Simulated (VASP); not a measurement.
# MnO (Fm-3m) in VASP: further runs

Aim: see how the results for MnO move with the level of theory and the settings. Levels: PBE, PBE+D3(BJ). Tasks: single point, relaxation of volume and atoms at fixed shape.

Program: VASP 6.6.1. These are calculated values, not measurements. Logs are shortened: lines on timing, memory, paths and dates and some standing lists are left out, and cuts for length are marked.

## (1) The cell of the first run

Symmetry: Fm-3m, No. 225, cubic system. Conventional cell: a = 4.448 Å, b = 4.448 Å, c = 4.448 Å, α = 90.00°, β = 90.00°, γ = 90.00°. Mn (site symmetry m-3m) has 6 O at 2.22 Å within 2.9 Å. Within 2.9 Å of O (site symmetry m-3m) lie 6 Mn at 2.22 Å.

## (2) Single point, PBE, collinear spin, ferromagnetic start

INCAR

```
ALGO     = Normal         # electronic algorithm
EDIFF    = 1E-6           # SCF threshold, eV
ENCUT    = 600            # plane-wave cutoff, eV
GGA      = PE             # functional
GGA_COMPAT= False        
ISIF     = 2              # what is computed and relaxed
ISMEAR   = 0              # smearing method
ISPIN    = 2              # spin polarisation
ISYM     = 0            
LASPH    = True           # aspherical terms in the spheres
LCHARG   = False          # write CHGCAR
LMAXMIX  = 4              # l up to which the mixer works
LORBIT   = 11             # projections on sites
LREAL    = False          # projectors in reciprocal space
LWAVE    = False          # write WAVECAR
MAGMOM   = 4.42 0.24      # initial moments
NBANDS   = 20             # bands
NELM     = 200            # most SCF steps
PREC     = Accurate       # precision mode
SIGMA    = 0.0073         # smearing width, eV
```

KPOINTS

```
k-points
0
Gamma
  2 2 2
```

POSCAR

```
MnO
1.0
    0.0000000000      2.2239077028      2.2239077028
    2.2239077028      0.0000000000      2.2239077028
    2.2239077028      2.2239077028      0.0000000000
Mn O
1 1
Direct
    0.0000000000      0.0000000000      0.0000000000
    0.5000000000      0.5000000000      0.5000000000
```

Potentials or basis: VASP PAW PBE potentials, release 64 (Mn_pv, O).

Command:

```sh
cat potpaw_PBE.64/Mn_pv/POTCAR potpaw_PBE.64/O/POTCAR > POTCAR
mpirun -np 1 vasp_std > vasp.out
```

OUTCAR:

```text
EDIFF = 1E-6
   ENCUT = 600
   GGA = PE
   ISIF = 2
   ISMEAR = 0
   ISPIN = 2
   ISYM = 0
   LASPH = True
   LORBIT = 11
   LREAL = False
   NELM = 200
   PREC = Accurate

 ion  position               nearest neighbor table
   1  0.000  0.000  0.000-   2 2.22   2 2.22   2 2.22   2 2.22   2 2.22   2 2.22
   2  0.500  0.500  0.500-   1 2.22   1 2.22   1 2.22   1 2.22   1 2.22   1 2.22

IMPORTANT INFORMATION: All symmetrisations will be switched off!
NOSYMM: (Re-)initialisation of all symmetry stuff for point group C_1.

----------------------------------------------------------------------------------------

                                     Primitive cell

  volume of cell :      21.9979

  direct lattice vectors                    reciprocal lattice vectors
     0.000000000  2.223907703  2.223907703    -0.224829474  0.224829474  0.224829474
     2.223907703  0.000000000  2.223907703     0.224829474 -0.224829474  0.224829474
     2.223907703  2.223907703  0.000000000     0.224829474  0.224829474 -0.224829474

  length of vectors
     3.145080435  3.145080435  3.145080435     0.389416073  0.389416073  0.389416073

  position of ions in fractional coordinates (direct lattice)
     0.000000000  0.000000000  0.000000000
     0.500000000  0.500000000  0.500000000

  ion indices of the primitive-cell ions
   primitive index   ion index
                 1           1
                 2           2

----------------------------------------------------------------------------------------

 KPOINTS: k-points

Automatic generation of k-mesh.
 Grid dimensions read from file:
 generate k-points for:    2    2    2

 Generating k-lattice:

  Cartesian coordinates                     Fractional coordinates (reciprocal lattice)
    -0.112414737  0.112414737  0.112414737     0.500000000  0.000000000  0.000000000
     0.112414737 -0.112414737  0.112414737     0.000000000  0.500000000  0.000000000
     0.112414737  0.112414737 -0.112414737     0.000000000  0.000000000  0.500000000

  Length of vectors
     0.194708036  0.194708036  0.194708036

  Shift w.r.t. Gamma in fractional coordinates (k-lattice)
     0.000000000  0.000000000  0.000000000

 Subroutine IBZKPT returns following result:
 ===========================================

 Found      8 irreducible k-points:

 Following reciprocal coordinates:
            Coordinates               Weight
  0.000000  0.000000  0.000000      1.000000
  0.500000  0.000000  0.000000      1.000000
  0.000000  0.500000  0.000000      1.000000
  0.000000  0.000000  0.500000      1.000000
  0.500000  0.500000  0.500000      1.000000
  0.500000  0.500000  0.000000      1.000000
  0.000000  0.500000  0.500000      1.000000
  0.500000  0.000000  0.500000      1.000000
   k-points           NKPTS =      8   k-points in BZ     NKDIM =      8   number of bands    NBANDS=     20
   number of dos      NEDOS =    301   number of ions     NIONS =      2
   total plane-waves  NPLWV =  21952
   dimension x,y,z NGX =    28 NGY =   28 NGZ =   28
   dimension x,y,z NGXF=    56 NGYF=   56 NGZF=   56
   ions per type =               1   1
   NGX,Y,Z   is equivalent  to a cutoff of  14.80, 14.80, 14.80 a.u.
   NGXF,Y,Z  is equivalent  to a cutoff of  29.60, 29.60, 29.60 a.u.
 SYSTEM =  unknown system
   PREC   = accura    normal or accurate (medium, high low for compatibility)
   ISTART =      0    job   : 0-new  1-cont  2-samecut
   ICHARG =      2    charge: 1-file 2-atom 10-const
   ISPIN  =      2    spin polarized calculation?
   LNONCOLLINEAR =      F non collinear calculations
   LSORBIT =      F    spin-orbit coupling
   LASPH  =      T    aspherical Exc in radial PAW
   ENCUT  =  600.0 eV  44.10 Ry    6.64 a.u.   6.28  6.28  6.28*2*pi/ulx,y,z
   NELM   =    200;   NELMIN=  2; NELMDL= -5     # of ELM steps
   EDIFF  = 0.1E-05   stopping-criterion for ELM
   LREAL  =      F    real-space projection
   EDIFFG = 0.1E-04   stopping-criterion for IOM
   NSW    =      0    number of steps for IOM
   IBRION =     -1    ionic relax: 0-MD 1-quasi-New 2-CG
   NFREE  =      0    steps in history (QN), initial steepest desc. (CG)
   ISIF   =      2    stress and relaxation
   ISYM   =      0    0-nonsym 1-usesym 2-fastsym
   POTIM  = 0.5000    time-step for ionic-motion
   TEBEG  =    0.0;   TEEND  =   0.0 temperature during run
   PSTRESS=    0.0 pullay stress
   NELECT =      19.0000    total number of electrons
   NUPDOWN=      -1.0000    fix difference up-down
   EMIN   =  10.00;   EMAX   =-10.00  energy-range for DOS
   EFERMI =   0.00;   METHOD = LEGACY
   ISMEAR =     0;   SIGMA  =   0.01  broadening in eV -4-tet -1-fermi 0-gaus
   EFERMI_NEDOS =   21; number of points for ismear=-14 and -15
   IALGO  =     38    algorithm
   IMIX   =      4    mixing-type and parameters
     AMIX     =   0.40;   BMIX     =  1.00
     AMIX_MAG =   1.60;   BMIX_MAG =  1.00
  volume/ion in A,a.u.               =      11.00        74.22
  Fermi-wavevector in a.u.,A,eV,Ry     =   1.559071  2.946217 33.071721  2.430703
  Thomas-Fermi vector in A             =   2.662483
   LORBIT       =     11    0 simple, 1 ext, 2 COOP (PROOUT), +10 PAW based schemes
   GGA     = PE    functional components
   LHFCALC =     F    Hartree Fock is set to
   AEXX    =    0.0000 exact exchange contribution
   IVDW    =     0    specifies the selected vdW correction
   LEPSILON=     F    determine dielectric tensor
   LRPA    =     F    only Hartree local field effects (RPA)
 spin polarized calculation
 Gauss-broadening in eV      SIGMA  =   0.01
  energy-cutoff  :      600.00
  volume of cell :       22.00
 maximum number of plane-waves:       754
 NGX is ok and might be reduce to    28
   NGX = 13   NGY = 13   NGZ = 13

 number of electron      18.9999996 magnetization       3.5000725

 Free energy of the ion-electron system (eV)
  ---------------------------------------------------
  ext. energy  EPLUGINS =         0.00000000
  ---------------------------------------------------
  free energy    TOTEN  =       -15.99960798 eV

  energy without entropy =      -15.99865661  energy(sigma->0) =      -15.99913230

 E-fermi :   7.7426     XC(G=0): -11.9359

 val. band max:        7.5439490688   @ k =   0.0000   0.0000   0.0000
 cond. band min:       7.7467697782   @ k =   0.0000   0.0000   0.5000
 fundamental gap:      0.2028207093
 Fermi energy:         7.7426095230

 spin component 1

 k-point     1 :       0.0000    0.0000    0.0000
  band No.  band energies     occupation
      1     -42.7334      1.00000
      2     -42.7325      1.00000
      3     -42.7323      1.00000
      4     -12.8480      1.00000
      5       3.6394      1.00000
      6       3.6402      1.00000
[... 12 lines left out ...]
     19      27.3321      0.00000
     20      27.3383      0.00000

 k-point     2 :       0.5000    0.0000    0.0000
  band No.  band energies     occupation
      1     -42.7954      1.00000
      2     -42.7413      1.00000
      3     -42.7405      1.00000
      4     -11.8850      1.00000
      5      -0.7317      1.00000
      6       1.4112      1.00000
[... 12 lines left out ...]
     19      29.5372      0.00000
     20      29.5381      0.00000
[... 96 lines left out ...]
      2     -42.7556      1.00000
      3     -42.7555      1.00000
      4     -11.9327      1.00000
      5       0.5122      1.00000
      6       2.6329      1.00000
[... 12 lines left out ...]
     19      33.7450      0.00000
     20      35.5987      0.00000

 k-point     8 :       0.5000    0.0000    0.5000
  band No.  band energies     occupation
      1     -42.7889      1.00000
      2     -42.7565      1.00000
      3     -42.7556      1.00000
      4     -11.9327      1.00000
      5       0.5122      1.00000
      6       2.6335      1.00000
[... 12 lines left out ...]
     19      33.7452      0.00000
     20      35.6002      0.00000
 Fermi energy:         7.7426095230

 spin component 2

 k-point     1 :       0.0000    0.0000    0.0000
  band No.  band energies     occupation
      1     -39.0946      1.00000
      2     -39.0931      1.00000
      3     -39.0860      1.00000
      4     -12.8184      1.00000
      5       3.5729      1.00000
      6       3.6225      1.00000
[... 12 lines left out ...]
     19      29.0845      0.00000
     20      29.0881      0.00000

 k-point     2 :       0.5000    0.0000    0.0000
  band No.  band energies     occupation
      1     -39.1698      1.00000
      2     -39.1025      1.00000
      3     -39.0969      1.00000
      4     -11.9087      1.00000
      5      -0.2414      1.00000
      6       2.1292      1.00000
[... 12 lines left out ...]
     19      30.4220      0.00000
     20      30.4377      0.00000
[... 97 lines left out ...]
      3     -39.1152      1.00000
      4     -11.9377      1.00000
      5       0.6900      1.00000
      6       2.6598      1.00000
[... 12 lines left out ...]
     19      34.3471      0.00000
     20      35.6753      0.00000

 k-point     8 :       0.5000    0.0000    0.5000
  band No.  band energies     occupation
      1     -39.1585      1.00000
      2     -39.1219      1.00000
      3     -39.1163      1.00000
      4     -11.9377      1.00000
      5       0.6908      1.00000
      6       2.6618      1.00000
[... 12 lines left out ...]
     19      34.3472      0.00000
     20      35.6779      0.00000

------------------------ aborting loop because EDIFF is reached ----------------------------------------

  FORCE on cell =-STRESS in cart. coord.  units (eV):
  Direction    XX          YY          ZZ          XY          YZ          ZX
  --------------------------------------------------------------------------------------
  -------------------------------------------------------------------------------------
  Total       -2.6953420     -2.6853451     -2.6886154      0.0532458      0.0527750      0.0444967
  in kB     -196.3107962   -195.5826926   -195.8208760      3.8780699      3.8437819      3.2408453
  external PRESSURE =    -195.9047883 kB  Pullay stress =       0.0000000 kB

 VOLUME and BASIS-vectors are now :
 -----------------------------------------------------------------------------
  energy-cutoff  :      600.00
  volume of cell :       22.00
      direct lattice vectors                 reciprocal lattice vectors
     0.000000000  2.223907703  2.223907703    -0.224829474  0.224829474  0.224829474
     2.223907703  0.000000000  2.223907703     0.224829474 -0.224829474  0.224829474
     2.223907703  2.223907703  0.000000000     0.224829474  0.224829474 -0.224829474

 POSITION                                       TOTAL-FORCE (eV/Angst)
 -----------------------------------------------------------------------------------
      0.00000      0.00000      0.00000         0.000000     -0.000000     -0.000001
      2.22391      2.22391      2.22391        -0.000000      0.000000      0.000001
 -----------------------------------------------------------------------------------
    total drift:                                0.000002     -0.000001     -0.000001

  FREE ENERGIE OF THE ION-ELECTRON SYSTEM (eV)
  ---------------------------------------------------
  free  energy   TOTEN  =       -15.9996079849 eV

  energy  without entropy=      -15.9986566129  energy(sigma->0) =      -15.99913230

 total charge

# of ion       s       p       d       tot
------------------------------------------
    1        0.192   6.157   5.023  11.372
    2        1.565   3.370   0.000   4.935
--------------------------------------------------
tot          1.757   9.527   5.023  16.307

 magnetization (x)

# of ion       s       p       d       tot
------------------------------------------
    1        0.056   0.015   3.333   3.404
    2        0.040  -0.072   0.000  -0.032
--------------------------------------------------
tot          0.097  -0.057   3.333   3.372
```

Wall time 29 s (1 thread of Intel Xeon Platinum 8488C (Sapphire Rapids), shared host); peak memory 0.17 GiB.

The run converged, but its numbers aren't listed here, since they failed a check.

Caveat: the k points lie up to 1.22 Å⁻¹ apart; the result breaks the symmetry of the cell; a cell with one magnetic atom can't hold antiferromagnetic order, which such compounds often take; semilocal functionals often make such compounds metallic where correlation or magnetic order opens a gap, which also shifts bond lengths.

## (3) Single point, PBE+D3(BJ), collinear spin, ferromagnetic start

INCAR

```
ALGO = Normal ; EDIFF = 1E-6
ENCUT = 600 ; GGA = PE
GGA_COMPAT = F ; ISIF = 2
ISMEAR = -1 ; ISPIN = 2
IVDW = 12 ; LASPH = T
LCHARG = T ; LELF = T
LMAXMIX = 4 ; LORBIT = 11
LREAL = F ; LVHAR = T
LWAVE = F ; MAGMOM = 4.42 0.24
NBANDS = 20 ; NELECT = 19.5
NELM = 200 ; PREC = Accurate
SIGMA = 0.27211386245988
```

KPOINTS

```
k-points
0
Gamma
  4 4 4
```

POSCAR is that of step 2.

Potentials or basis: VASP PAW PBE potentials, release 64 (Mn_pv, O).

Command:

```sh
cat potpaw_PBE.64/Mn_pv/POTCAR potpaw_PBE.64/O/POTCAR > POTCAR
mpirun -np 1 vasp_std > vasp.out
```

It took 14 s on 1 thread of Intel Xeon Platinum 8488C (Sapphire Rapids), shared host; peak memory 0.18 GiB.

Results (log left out):

- Free energy: -13.0776 eV
- Net moment: 4.31 μB per cell
- Site moments: Mn +3.95; O +0.19 μB
- Valence electrons inside the program's atomic spheres: Mn 11.63; O 5.03
- Dispersion energy per atom: -0.288 eV

Levels at points of the mesh, in eV from the Fermi level:
Spin up:
```csv
k point,band 9,band 10,band 11,band 12,band 13,band 14,band 15,band 16
"(0.00, 0.00, 0.00)",-3.36,-3.36,-2.87,-2.87,-1.63,12.65,15.38,15.38
"(0.50, 0.00, 0.00)",-2.35,-2.04,-0.18,-0.18,2.30,6.75,10.79,10.79
"(0.50, 0.50, 0.00)",-2.39,-2.08,-2.02,-2.02,4.07,6.67,9.60,12.58
```
Spin down:
| k point | band 4 | band 5 | band 6 | band 7 | band 8 | band 9 | band 10 | band 11 |
| --- | --- | --- | --- | --- | --- | --- | --- | --- |
| (0.00, 0.00, 0.00) | -21.03 | -4.52 | -4.52 | -4.52 | -0.63 | -0.04 | -0.04 | -0.04 |
| (0.50, 0.00, 0.00) | -20.05 | -8.62 | -5.94 | -5.94 | 1.18 | 1.32 | 1.32 | 3.02 |
| (0.50, 0.50, 0.00) | -20.08 | -7.67 | -5.52 | -5.52 | -1.84 | 1.56 | 1.69 | 1.81 |

Caveat: the k points lie up to 0.61 Å⁻¹ apart; the cell carries a net charge on a neutralising background, which shifts energy and pressure; the cell is charged against a uniform background, so pressure and absolute levels hang on convention; a cell with one magnetic atom can't hold antiferromagnetic order, which such compounds often take; semilocal functionals often make such compounds metallic where correlation or magnetic order opens a gap, which also shifts bond lengths; pairwise dispersion overbinds metals, which lowers pressure and volume.

(Continued in part 2 of 2.)
